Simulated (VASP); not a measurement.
# Ni (Im-3m) in VASP: further runs, part 2 of 3

VASP 6.6.1.

## Step 3: Single point, PBE, collinear spin, ferromagnetic start (7.69 Å³/atom)

This run uses another cell than the first one, of 7.69 Å³/atom.

File INCAR:

```
PREC = Accurate ; ENCUT = 520
EDIFF = 1E-6 ; ISMEAR = -1
SIGMA = 0.05 ; LREAL = F
LASPH = T ; NELM = 150
ALGO = Normal ; ISIF = 2
LWAVE = F ; LCHARG = F
ISPIN = 2 ; MAGMOM = 1
LORBIT = 11 ; LMAXMIX = 4
GGA = PE ; NBANDS = 15
```

File KPOINTS:

```
regular mesh
0
Gamma
  19 19 19
```

File POSCAR:

```
Ni
1.0
   -1.2432820634      1.2432820634      1.2432820634
    1.2432820634     -1.2432820634      1.2432820634
    1.2432820634      1.2432820634     -1.2432820634
Ni
1
Direct
    0.0000000000      0.0000000000      0.0000000000
```

Potentials or basis: VASP PAW PBE potentials, release 64 (Ni).

Started as:

```
$ cat potpaw_PBE.64/Ni/POTCAR > POTCAR
$ mpirun -np 1 vasp_std > vasp.out
```

OUTCAR:

```text
PREC = Accurate
   ENCUT = 520
   EDIFF = 1E-6
   ISMEAR = -1
   LREAL = F
   LASPH = T
   NELM = 150
   ISIF = 2
   ISPIN = 2
   LORBIT = 11
   GGA = PE

 ion  position               nearest neighbor table
   1  0.000  0.000  0.000-

  LATTYP: Found a body centered cubic cell.
 ALAT       =     2.4865641268

  Lattice vectors:

 A1 = (  -1.2432820634,   1.2432820634,   1.2432820634)
 A2 = (   1.2432820634,  -1.2432820634,   1.2432820634)
 A3 = (   1.2432820634,   1.2432820634,  -1.2432820634)

Analysis of symmetry for initial positions (statically):
=====================================================================
 Subroutine PRICEL returns:
 Original cell was already a primitive cell.

 Routine SETGRP: Setting up the symmetry group for a
 body centered cubic supercell.

 Subroutine GETGRP returns: Found 48 space group operations
 (whereof 48 operations were pure point group operations)
 out of a pool of 48 trial point group operations.

The static configuration has the point symmetry O_h .

Analysis of symmetry for dynamics (positions and initial velocities):
=====================================================================
 Subroutine PRICEL returns:
 Original cell was already a primitive cell.

 Routine SETGRP: Setting up the symmetry group for a
 body centered cubic supercell.

 Subroutine GETGRP returns: Found 48 space group operations
 (whereof 48 operations were pure point group operations)
 out of a pool of 48 trial point group operations.

The dynamic configuration has the point symmetry O_h .

Analysis of structural, dynamic, and magnetic symmetry:
=====================================================================
 Subroutine PRICEL returns:
 Original cell was already a primitive cell.

 Routine SETGRP: Setting up the symmetry group for a
 body centered cubic supercell.

 Subroutine GETGRP returns: Found 48 space group operations
 (whereof 48 operations were pure point group operations)
 out of a pool of 48 trial point group operations.

The overall configuration has the point symmetry O_h .

 Subroutine INISYM returns: Found 48 space group operations
 (whereof 48 operations are pure point group operations),
 and found     1 'primitive' translations

----------------------------------------------------------------------------------------

                                     Primitive cell

  volume of cell :       7.6872

  direct lattice vectors                    reciprocal lattice vectors
    -1.243282063  1.243282063  1.243282063     0.000000000  0.402161356  0.402161356
     1.243282063 -1.243282063  1.243282063     0.402161356  0.000000000  0.402161356
     1.243282063  1.243282063 -1.243282063     0.402161356  0.402161356  0.000000000

  length of vectors
     2.153427702  2.153427702  2.153427702     0.568742043  0.568742043  0.568742043

  position of ions in fractional coordinates (direct lattice)
     0.000000000  0.000000000  0.000000000

  ion indices of the primitive-cell ions
   primitive index   ion index
                 1           1

----------------------------------------------------------------------------------------

 KPOINTS: regular mesh

Automatic generation of k-mesh.
 Grid dimensions read from file:
[... 74 lines left out ...]
   TEBEG  =    0.0;   TEEND  =   0.0 temperature during run
   PSTRESS=    0.0 pullay stress
   NELECT =      10.0000    total number of electrons
   NUPDOWN=      -1.0000    fix difference up-down
   EMIN   =  10.00;   EMAX   =-10.00  energy-range for DOS
   EFERMI =   0.00;   METHOD = LEGACY
   ISMEAR =    -1;   SIGMA  =   0.05  broadening in eV -4-tet -1-fermi 0-gaus
   EFERMI_NEDOS =   21; number of points for ismear=-14 and -15
   IALGO  =     38    algorithm
   IMIX   =      4    mixing-type and parameters
     AMIX     =   0.40;   BMIX     =  1.00
     AMIX_MAG =   1.60;   BMIX_MAG =  1.00
  volume/ion in A,a.u.               =       7.69        51.88
  Fermi-wavevector in a.u.,A,eV,Ry     =   1.787112  3.377152 43.453882  3.193770
  Thomas-Fermi vector in A             =   2.850558
   LORBIT       =     11    0 simple, 1 ext, 2 COOP (PROOUT), +10 PAW based schemes
   GGA     = PE    functional components
   LHFCALC =     F    Hartree Fock is set to
   AEXX    =    0.0000 exact exchange contribution
   IVDW    =     0    specifies the selected vdW correction
   LEPSILON=     F    determine dielectric tensor
   LRPA    =     F    only Hartree local field effects (RPA)
 spin polarized calculation
  energy-cutoff  :      520.00
  volume of cell :        7.69
 maximum number of plane-waves:       228
   NGX =  7   NGY =  7   NGZ =  7

 number of electron      10.0000000 magnetization       1.0000000

 number of electron       9.9999985 magnetization       0.0048555

 number of electron       9.9999985 magnetization      -0.0005630

 Free energy of the ion-electron system (eV)
  ---------------------------------------------------
  ext. energy  EPLUGINS =         0.00000000
  ---------------------------------------------------
  free energy    TOTEN  =        -4.23135466 eV

  energy without entropy =       -4.21916414  energy(sigma->0) =       -4.22525940

 E-fermi :  15.1553     XC(G=0): -15.4358

 val. band max:       15.1522381384   @ k =  -0.2632   0.2632   0.1579
 cond. band min:      15.1629180823   @ k =   0.2105   0.1053   0.0526
 fundamental gap:      0.0106799438
 Fermi energy:        15.1552676414

 spin component 1

 k-point     1 :       0.0000    0.0000    0.0000
  band No.  band energies     occupation
      1       3.6432      1.00000
      2      12.0341      1.00000
      3      12.0341      1.00000
      4      12.0341      1.00000
      5      14.1923      1.00000
      6      14.1923      1.00000
      7      45.1529      0.00000
      8      45.1529      0.00000
      9      45.1529      0.00000
     10      53.0441      0.00000
     11      53.0441      0.00000
     12      57.4750      0.00000
     13      57.4750      0.00000
     14      57.4750      0.00000
[... 403 lines left out ...]
      4      13.9792      1.00000
      5      14.5967      0.99999
      6      15.9549      0.00000
      7      28.9903      0.00000
      8      36.3703      0.00000
      9      41.1680      0.00000
     10      46.4711      0.00000
     11      52.9953      0.00000
     12      55.2386      0.00000
     13      61.0911      0.00000
     14      62.2987      0.00000
     15      68.6340      0.00000

 [... further k-points ...]

 spin component 2

 k-point     1 :       0.0000    0.0000    0.0000
  band No.  band energies     occupation
      1       3.6431      1.00000
      2      12.0333      1.00000
      3      12.0333      1.00000
      4      12.0333      1.00000
      5      14.1919      1.00000
      6      14.1919      1.00000
      7      45.1529      0.00000
      8      45.1529      0.00000
      9      45.1529      0.00000
     10      53.0441      0.00000
     11      53.0441      0.00000
     12      57.4747      0.00000
     13      57.4747      0.00000
     14      57.4747      0.00000
[... 403 lines left out ...]
      4      13.9786      1.00000
      5      14.5962      0.99999
      6      15.9542      0.00000
      7      28.9900      0.00000
      8      36.3702      0.00000
      9      41.1679      0.00000
     10      46.4709      0.00000
     11      52.9951      0.00000
     12      55.2384      0.00000
     13      61.0899      0.00000
     14      62.2985      0.00000
     15      68.6339      0.00000

 [... further k-points ...]

------------------------ aborting loop because EDIFF is reached ----------------------------------------

  FORCE on cell =-STRESS in cart. coord.  units (eV):
  Direction    XX          YY          ZZ          XY          YZ          ZX
  --------------------------------------------------------------------------------------
  -------------------------------------------------------------------------------------
  Total        7.6360775      7.6360775      7.6360775     -0.0000000     -0.0000000      0.0000000
  in kB     1591.5193077   1591.5193077   1591.5193077     -0.0000000     -0.0000000      0.0000000
  external PRESSURE =    1591.5193077 kB  Pullay stress =       0.0000000 kB

 VOLUME and BASIS-vectors are now :
 -----------------------------------------------------------------------------
  energy-cutoff  :      520.00
  volume of cell :        7.69
      direct lattice vectors                 reciprocal lattice vectors
    -1.243282063  1.243282063  1.243282063     0.000000000  0.402161356  0.402161356
     1.243282063 -1.243282063  1.243282063     0.402161356  0.000000000  0.402161356
     1.243282063  1.243282063 -1.243282063     0.402161356  0.402161356  0.000000000

 POSITION                                       TOTAL-FORCE (eV/Angst)
 -----------------------------------------------------------------------------------
      0.00000      0.00000      0.00000         0.000000     -0.000000     -0.000000
 -----------------------------------------------------------------------------------
    total drift:                                0.000000      0.000000     -0.000000

  FREE ENERGIE OF THE ION-ELECTRON SYSTEM (eV)
  ---------------------------------------------------
  free  energy   TOTEN  =        -4.2313546631 eV

  energy  without entropy=       -4.2191641427  energy(sigma->0) =       -4.22525940

 total charge

# of ion       s       p       d       tot
------------------------------------------
    1        0.676   0.891   8.624  10.191

 magnetization (x)

# of ion       s       p       d       tot
------------------------------------------
    1        0.000   0.000  -0.001  -0.001
```

OSZICAR:

```text
N       E                     dE             d eps       ncg     rms          rms(c)
DAV:   1     0.334809140657E+02    0.33481E+02   -0.40847E+03 14448   0.932E+02
DAV:   2    -0.384120993711E+01   -0.37322E+02   -0.34793E+02 15055   0.171E+02
DAV:   3    -0.498741200630E+01   -0.11462E+01   -0.11351E+01 16210   0.292E+01
DAV:   4    -0.499103659339E+01   -0.36246E-02   -0.36244E-02 15741   0.162E+00
DAV:   5    -0.499104877994E+01   -0.12187E-04   -0.12186E-04 16277   0.896E-02    0.165E+01
DAV:   6    -0.433046389349E+01    0.66058E+00   -0.48902E+00 17148   0.269E+01    0.611E+00
DAV:   7    -0.425828014102E+01    0.72184E-01   -0.29719E-01 15195   0.665E+00    0.392E+00
DAV:   8    -0.423147657858E+01    0.26804E-01   -0.34533E-02 18910   0.133E+00    0.648E-01
DAV:   9    -0.423107711220E+01    0.39947E-03   -0.35624E-04 15722   0.169E-01    0.163E-01
DAV:  10    -0.423110832803E+01   -0.31216E-04   -0.62773E-05 18136   0.884E-02    0.848E-02
DAV:  11    -0.423124838874E+01   -0.14006E-03   -0.39497E-04 17272   0.199E-01    0.599E-02
DAV:  12    -0.423127175463E+01   -0.23366E-04   -0.25069E-05 18904   0.540E-02    0.446E-02
DAV:  13    -0.423130897856E+01   -0.37224E-04   -0.74477E-05 17259   0.915E-02    0.362E-02
DAV:  14    -0.423134941264E+01   -0.40434E-04   -0.52177E-04 17304   0.240E-01    0.876E-03
DAV:  15    -0.423135398296E+01   -0.45703E-05   -0.18600E-05 18640   0.444E-02    0.438E-03
DAV:  16    -0.423135436398E+01   -0.38102E-06   -0.19986E-05 17603   0.474E-02    0.292E-03
DAV:  17    -0.423135466308E+01   -0.29910E-06   -0.21331E-06 10317   0.155E-02
   1 F= -.42313547E+01 E0= -.42252594E+01  d E =-.121905E-01  mag=    -0.0001
```

Run time: 44 s. Hardware: 1 thread of Intel Xeon 8259CL, shared host; peak memory 0.15 GiB.

What came out:

* Free energy: -4.2314 eV
* Pressure: 159.2 GPa
* Band gap on the k mesh: zero (filled and empty bands overlap)
* Net moment: 0.00 μB per cell

Caveat: the cell stands under pressure.

## Step 4: Single point, PBE, collinear spin, ferromagnetic start (7.69 Å³/atom)

This run uses another cell than the first one, of 7.69 Å³/atom.

File INCAR:

```
SYSTEM = Ni
  PREC = Accurate
  ENCUT = 520
  EDIFF = 1E-6
  ISMEAR = -1
  SIGMA = 0.05
  LREAL = .FALSE.
  LASPH = .TRUE.
  NELM = 150
  ALGO = Normal
  ISIF = 2
  LWAVE = .FALSE.
  LCHARG = .FALSE.
  ISPIN = 2
  MAGMOM = 1
  LORBIT = 11
  LMAXMIX = 4
  GGA = PE
  NBANDS = 15
```

File KPOINTS:

```
Automatic mesh
0
G
  19 19 19
  0 0 0
```

POSCAR is that of step 3.

Potentials or basis: VASP PAW PBE potentials, release 64 (Ni).

Started as:

```
$ cat potpaw_PBE.64/Ni/POTCAR > POTCAR
$ mpirun -np 1 vasp_std > vasp.out
```

OUTCAR:

```text
SYSTEM = Ni
   PREC = Accurate
   ENCUT = 520
   EDIFF = 1E-6
   ISMEAR = -1
   LREAL = .FALSE.
   LASPH = .TRUE.
   NELM = 150
   ISIF = 2
   ISPIN = 2
   LORBIT = 11
   GGA = PE

 ion  position               nearest neighbor table
   1  0.000  0.000  0.000-

  LATTYP: Found a body centered cubic cell.
 ALAT       =     2.4865641268

  Lattice vectors:

 A1 = (  -1.2432820634,   1.2432820634,   1.2432820634)
 A2 = (   1.2432820634,  -1.2432820634,   1.2432820634)
 A3 = (   1.2432820634,   1.2432820634,  -1.2432820634)

Analysis of symmetry for initial positions (statically):
=====================================================================
 Subroutine PRICEL returns:
 Original cell was already a primitive cell.

 Routine SETGRP: Setting up the symmetry group for a
 body centered cubic supercell.

 Subroutine GETGRP returns: Found 48 space group operations
 (whereof 48 operations were pure point group operations)
 out of a pool of 48 trial point group operations.

The static configuration has the point symmetry O_h .

Analysis of symmetry for dynamics (positions and initial velocities):
=====================================================================
 Subroutine PRICEL returns:
 Original cell was already a primitive cell.

 Routine SETGRP: Setting up the symmetry group for a
 body centered cubic supercell.

 Subroutine GETGRP returns: Found 48 space group operations
 (whereof 48 operations were pure point group operations)
 out of a pool of 48 trial point group operations.

The dynamic configuration has the point symmetry O_h .

Analysis of structural, dynamic, and magnetic symmetry:
=====================================================================
 Subroutine PRICEL returns:
 Original cell was already a primitive cell.

 Routine SETGRP: Setting up the symmetry group for a
 body centered cubic supercell.

 Subroutine GETGRP returns: Found 48 space group operations
 (whereof 48 operations were pure point group operations)
 out of a pool of 48 trial point group operations.

The overall configuration has the point symmetry O_h .

[... 164 lines left out ...]
      7      45.1529      0.00000
      8      45.1529      0.00000
      9      45.1529      0.00000
     10      53.0441      0.00000
     11      53.0441      0.00000
     12      57.4750      0.00000
     13      57.4750      0.00000
     14      57.4750      0.00000
[... 403 lines left out ...]
      4      13.9792      1.00000
      5      14.5967      0.99999
      6      15.9549      0.00000
      7      28.9903      0.00000
      8      36.3703      0.00000
      9      41.1680      0.00000
     10      46.4711      0.00000
     11      52.9953      0.00000
     12      55.2386      0.00000
     13      61.0911      0.00000
     14      62.2987      0.00000
     15      68.6340      0.00000

 [... further k-points ...]

 spin component 2

 k-point     1 :       0.0000    0.0000    0.0000
  band No.  band energies     occupation
      1       3.6431      1.00000
      2      12.0333      1.00000
      3      12.0333      1.00000
      4      12.0333      1.00000
      5      14.1919      1.00000
      6      14.1919      1.00000
      7      45.1529      0.00000
      8      45.1529      0.00000
      9      45.1529      0.00000
     10      53.0441      0.00000
     11      53.0441      0.00000
     12      57.4747      0.00000
     13      57.4747      0.00000
     14      57.4747      0.00000
[... 403 lines left out ...]
      4      13.9786      1.00000
      5      14.5962      0.99999
      6      15.9542      0.00000
      7      28.9900      0.00000
      8      36.3702      0.00000
      9      41.1679      0.00000
     10      46.4709      0.00000
     11      52.9951      0.00000
     12      55.2384      0.00000
     13      61.0899      0.00000
     14      62.2985      0.00000
     15      68.6339      0.00000

 [... further k-points ...]

------------------------ aborting loop because EDIFF is reached ----------------------------------------

  FORCE on cell =-STRESS in cart. coord.  units (eV):
  Direction    XX          YY          ZZ          XY          YZ          ZX
  --------------------------------------------------------------------------------------
  -------------------------------------------------------------------------------------
  Total        7.6360775      7.6360775      7.6360775     -0.0000000     -0.0000000      0.0000000
  in kB     1591.5193077   1591.5193077   1591.5193077     -0.0000000     -0.0000000      0.0000000
  external PRESSURE =    1591.5193077 kB  Pullay stress =       0.0000000 kB

 VOLUME and BASIS-vectors are now :
 -----------------------------------------------------------------------------
  energy-cutoff  :      520.00
  volume of cell :        7.69
      direct lattice vectors                 reciprocal lattice vectors
    -1.243282063  1.243282063  1.243282063     0.000000000  0.402161356  0.402161356
     1.243282063 -1.243282063  1.243282063     0.402161356  0.000000000  0.402161356
     1.243282063  1.243282063 -1.243282063     0.402161356  0.402161356  0.000000000

 POSITION                                       TOTAL-FORCE (eV/Angst)
 -----------------------------------------------------------------------------------
      0.00000      0.00000      0.00000         0.000000     -0.000000     -0.000000
 -----------------------------------------------------------------------------------
    total drift:                                0.000000      0.000000     -0.000000

  FREE ENERGIE OF THE ION-ELECTRON SYSTEM (eV)
  ---------------------------------------------------
  free  energy   TOTEN  =        -4.2313546631 eV

  energy  without entropy=       -4.2191641427  energy(sigma->0) =       -4.22525940

 total charge

# of ion       s       p       d       tot
------------------------------------------
    1        0.676   0.891   8.624  10.191

 magnetization (x)

# of ion       s       p       d       tot
------------------------------------------
    1        0.000   0.000  -0.001  -0.001
```

Wall time 46 s (1 thread of Intel Xeon 8259CL, shared host); peak memory 0.15 GiB.

Results:

* Free energy: -4.2314 eV
* Pressure: 159.2 GPa
* Band gap on the k mesh: zero (filled and empty bands overlap)
* Net moment: 0.00 μB per cell

Caveat: the cell stands under pressure.

(Continued in part 3 of 3.)
